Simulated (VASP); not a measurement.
# Si5C3 (P3m1) in VASP: a series of runs, part 2 of 2

VASP 6.6.1.

## (3) Relaxation of cell and atoms, PBE

This run uses another cell than the first one, of 13.60 Å³/atom, 1.133 times its volume.

The input, INCAR:

```
SYSTEM = Si5C3
ALGO     = Normal         ! electronic algorithm
EDIFF    = 1E-6           ! SCF threshold, eV
EDIFFG   = -0.08          ! ionic threshold
ENCUT    = 600            ! plane-wave cutoff, eV
GGA      = PE             ! functional
IBRION   = 2              ! ionic algorithm
ISIF     = 3              ! what is computed and relaxed
ISMEAR   = 0              ! smearing method
LASPH    = .TRUE.         ! aspherical terms in the spheres
LCHARG   = .FALSE.        ! write CHGCAR
LREAL    = .FALSE.        ! projectors in reciprocal space
LWAVE    = .FALSE.        ! write WAVECAR
NELM     = 60             ! most SCF steps
NSW      = 36             ! ionic steps
PREC     = Accurate       ! precision mode
SIGMA    = 0.2            ! smearing width, eV
```

The input, KPOINTS:

```
k-points
0
G
  5 5 2
  0 0 0
```

The input, POSCAR:

```
Si5C3
1.0
    3.4000000000      0.0000000000      0.0000000000
   -1.7000000000      2.9444863700      0.0000000000
    0.0000000000      0.0000000000     10.8700000000
Si C
5 3
Direct
    0.0000000000      0.0000000000      0.0000000000
    0.3333333300      0.6666666700      0.2390000000
    0.6666666700      0.3333333300      0.4780000000
    0.3333333300      0.6666666700      0.7180000000
    0.3333333300      0.6666666700      0.9380000000
    0.0000000000      0.0000000000      0.1790000000
    0.3333333300      0.6666666700      0.4190000000
    0.6666666700      0.3333333300      0.6580000000
```

Potentials or basis: VASP PAW PBE potentials, release 64 (Si, C).

The run is started by

```console
$ cat potpaw_PBE.64/Si/POTCAR potpaw_PBE.64/C/POTCAR > POTCAR
$ mpirun -np 1 vasp_std > vasp.out
```

It took 4 min on 1 thread of Intel Xeon Platinum 8559C (Emerald Rapids), shared host; peak memory 0.25 GiB.

Results (log left out):

```
Free energy                            : -53.8955 eV
Relaxed volume                         : 12.15 Å³/atom
Relaxed cell                           : a = 3.151 Å, b = 3.151 Å, c = 11.310 Å, α = 90.00°, β = 90.00°, γ = 120.00°
Space group after relaxing (to 0.05 Å) : P3m1 (No. 156)
Energy gained by relaxing              : 235.8 meV/atom
Ionic steps                            : 12
Pressure after relaxing                : 0.0 GPa
Largest force after relaxing           : 0.067 eV/Å
Band gap on the k mesh                 : zero (band 16 reaches 11.81 eV, above the bottom of band 17 at 9.12 eV)
```

Forces on the atoms (eV/Å):
```
Si   0.000  0.000 -0.038
Si   0.000  0.000 -0.026
Si   0.000  0.000 -0.026
Si   0.000  0.000  0.067
Si   0.000  0.000  0.031
C    0.000  0.000 -0.008
C    0.000  0.000 -0.035
C    0.000  0.000  0.034
```

The path:
| step | energy change (eV) | largest force (eV/Å) | pressure (GPa) | volume (Å³) |
| --- | --- | --- | --- | --- |
| 1 | 0.0000 | 4.4751 | -5.09 | 108.82 |
| 2 | -1.1756 | 2.3653 | -1.51 | 102.16 |
| 3 | -1.1773 | 2.2856 | -1.72 | 102.38 |
| 4 | -1.5473 | 1.8048 | 3.19 | 96.59 |
| 5 | -1.5794 | 1.4927 | 1.57 | 98.04 |
| 6 | -1.7427 | 0.8836 | -0.28 | 98.63 |
| 7 | -1.7754 | 0.9042 | -1.36 | 99.03 |
| 8 | -1.8525 | 0.8263 | -1.55 | 98.39 |
| 9 | -1.8527 | 0.8188 | -1.56 | 98.42 |
| 10 | -1.8833 | 0.2913 | 0.20 | 97.17 |
| 11 | -1.8835 | 0.2813 | 0.08 | 97.25 |
| 12 | -1.8865 | 0.0673 | 0.04 | 97.22 |

Final structure:
```cif
data_structure
_symmetry_space_group_name_H-M 'P 1'
_symmetry_Int_Tables_number 1
_cell_length_a 3.1506
_cell_length_b 3.1506
_cell_length_c 11.3100
_cell_angle_alpha 90.000
_cell_angle_beta 90.000
_cell_angle_gamma 120.000
_cell_volume 97.22
loop_
_atom_site_label
_atom_site_type_symbol
_atom_site_fract_x
_atom_site_fract_y
_atom_site_fract_z
_atom_site_occupancy
Si1 Si 0.00000 0.00000 0.03101 1
Si2 Si 0.33333 0.66667 0.25269 1
Si3 Si 0.66667 0.33333 0.47560 1
Si4 Si 0.33333 0.66667 0.69805 1
Si5 Si 0.33333 0.66667 0.90773 1
C1 C 0.00000 0.00000 0.19902 1
C2 C 0.33333 0.66667 0.42065 1
C3 C 0.66667 0.33333 0.64425 1
```

Levels at points of the mesh, in eV from the Fermi level:
| k point | band 12 | band 13 | band 14 | band 15 | band 16 | band 17 | band 18 | band 19 | band 20 | band 21 |
| --- | --- | --- | --- | --- | --- | --- | --- | --- | --- | --- |
| (0.00, 0.00, 0.00) | -2.44 | -2.32 | -2.32 | 0.51 | 2.41 | 2.41 | 2.57 | 3.20 | 4.14 | 4.37 |
| (0.00, 0.00, 0.50) | -2.88 | -2.31 | -2.31 | 1.08 | 2.40 | 2.40 | 2.56 | 3.24 | 3.85 | 4.43 |

Caveat: the k points lie up to 0.46 Å⁻¹ apart in the final cell; the relaxation stopped at a loose force limit of 0.08 eV/Å, so its end isn't a converged minimum.

## (4) Single point, PBE

This run uses another cell than the first one, of 12.24 Å³/atom, 1.019 times its volume.

The input, INCAR:

```
SYSTEM = Si5C3
ALGO = Normal ; EDIFF = 1E-7
ENCUT = 520 ; GGA = PE
ISIF = 2 ; ISMEAR = 0
LASPH = .True. ; LCHARG = .False.
LREAL = .False. ; LWAVE = .False.
NBANDS = 26 ; NELM = 80
PREC = Accurate ; SIGMA = 0.1
```

The input, KPOINTS:

```
k-points
0
Gamma
  12 12 4
  0 0 0
```

The input, POSCAR:

```
Si5C3
1.0
    3.1757755773      0.0000000000      0.0000000000
   -1.5878877887      2.7503023267      0.0000000000
    0.0000000000      0.0000000000     11.2118231654
Si C
5 3
Direct
    0.0000000000      0.0000000000      0.0279344996
    0.3333333333      0.6666666667      0.2506930201
    0.6666666667      0.3333333333      0.4750737533
    0.3333333333      0.6666666667      0.7000766682
    0.3333333333      0.6666666667      0.9111361710
    0.0000000000      0.0000000000      0.1974642007
    0.3333333333      0.6666666667      0.4203974946
    0.6666666667      0.3333333333      0.6462241926
```

Potentials or basis: VASP PAW PBE potentials, release 64 (Si, C).

The run is started by

```console
$ cat potpaw_PBE.64/Si/POTCAR potpaw_PBE.64/C/POTCAR > POTCAR
$ mpirun -np 1 vasp_std > vasp.out
```

OUTCAR:

```text
SYSTEM = Si5C3
   EDIFF = 1E-7
   ENCUT = 520
   GGA = PE
   ISIF = 2
   ISMEAR = 0
   LASPH = .True.
   LREAL = .False.
   NELM = 80
   PREC = Accurate

 ion  position               nearest neighbor table
   1  0.000  0.000  0.028-   6 1.90   5 2.25   5 2.25   5 2.25   2 3.10   2 3.10   2 3.10
   2  0.333  0.667  0.251-   7 1.90   6 1.93   6 1.93   6 1.93   1 3.10   1 3.10   1 3.10   3 3.11
                             3 3.11   3 3.11
   3  0.667  0.333  0.475-   8 1.92   7 1.93   7 1.93   7 1.93   2 3.11   2 3.11   2 3.11   4 3.12
                             4 3.12   4 3.12
   4  0.333  0.667  0.700-   8 1.93   8 1.93   8 1.93   5 2.37   3 3.12   3 3.12   3 3.12
[... 913 lines left out ...]
  in kB       -0.5184686     -0.5184686     -1.0159606      0.0000000      0.0000000      0.0000000
  external PRESSURE =      -0.6842993 kB  Pullay stress =       0.0000000 kB

 VOLUME and BASIS-vectors are now :
 -----------------------------------------------------------------------------
  energy-cutoff  :      520.00
  volume of cell :       97.93
      direct lattice vectors                 reciprocal lattice vectors
     3.175775577  0.000000000  0.000000000     0.314883711  0.181798195  0.000000000
    -1.587887789  2.750302327  0.000000000     0.000000000  0.363596391  0.000000000
     0.000000000  0.000000000 11.211823165     0.000000000  0.000000000  0.089191560

 POSITION                                       TOTAL-FORCE (eV/Angst)
 -----------------------------------------------------------------------------------
      0.00000      0.00000      0.31320        -0.000000      0.000000     -0.015834
     -0.00000      1.83353      2.81073        -0.000000      0.000000      0.002392
      1.58789      0.91677      5.32644        -0.000000     -0.000000      0.003445
     -0.00000      1.83353      7.84914        -0.000000     -0.000000      0.011131
     -0.00000      1.83353     10.21550        -0.000000      0.000000      0.006448
      0.00000      0.00000      2.21393        -0.000000      0.000000     -0.004723
     -0.00000      1.83353      4.71342         0.000000     -0.000000     -0.001942
      1.58789      0.91677      7.24535         0.000000      0.000000     -0.000916
 -----------------------------------------------------------------------------------
    total drift:                                0.000000      0.000000     -0.000142

  FREE ENERGIE OF THE ION-ELECTRON SYSTEM (eV)
  ---------------------------------------------------
  free  energy   TOTEN  =       -53.8798249141 eV

  energy  without entropy=      -53.8688132522  energy(sigma->0) =      -53.87431908
```

stdout:

```text
POSCAR found type information on POSCAR SiC
 POSCAR found :  2 types and       8 ions
 scaLAPACK will be used
 LDA part: xc-table for (Slater+PW92), standard interpolation
 POSCAR, INCAR and KPOINTS ok, starting setup
 FFT: planning ... GRIDC
 FFT: planning ... GRID_SOFT
 FFT: planning ... GRID
 WAVECAR not read
 entering main loop
```

Wall time 1.9 min (1 thread of Intel Xeon Platinum 8559C (Emerald Rapids), shared host); peak memory 0.28 GiB.

What came out:

```yaml
Free_energy: -53.8798 eV
Pressure: -0.1 GPa
Largest_force: 0.016 eV/Å
Band_gap_on_the_k_mesh: zero (band 16 reaches 11.42 eV, above the bottom of band 17 at 8.90 eV)
```

Forces on the atoms (eV/Å):
```
Si   0.000  0.000 -0.016
Si   0.000  0.000  0.002
Si   0.000  0.000  0.003
Si   0.000  0.000  0.011
Si   0.000  0.000  0.006
C    0.000  0.000 -0.005
C    0.000  0.000 -0.002
C    0.000  0.000 -0.001
```

## (5) Overview

| task | cell | k mesh | cutoff (eV) | smearing | gap on the mesh (eV) | pressure (GPa) | largest force (eV/Å) |
| --- | --- | --- | --- | --- | --- | --- | --- |
| single point | a = 3.088, b = 3.088, c = 11.632 Å, angles 90.0, 90.0, 120.0°, 8 atoms | 5 × 5 × 2 | 520 | gaussian 0.2 eV | none | 0.0 | 0.03 |
| relaxation of cell and atoms | relaxed from a = 3.400, b = 3.400, c = 10.870 Å, angles 90.0, 90.0, 120.0°, 8 atoms | 5 × 5 × 2 | 600 | gaussian 0.2 eV | none | 0.0 | 0.07 |
| single point | a = 3.176, b = 3.176, c = 11.212 Å, angles 90.0, 90.0, 120.0°, 8 atoms | 12 × 12 × 4 | 520 | gaussian 0.1 eV | none | -0.1 | 0.02 |

Alike in all rows: level PBE; potentials or basis VASP PAW PBE potentials, release 64 (Si, C); no spin polarisation.

Caveats: some runs use coarse meshes; the relaxation stopped at a loose force limit of 0.08 eV/Å, so its end isn't a converged minimum (some runs).

Absolute energies hang on the potentials; compare differences alone.
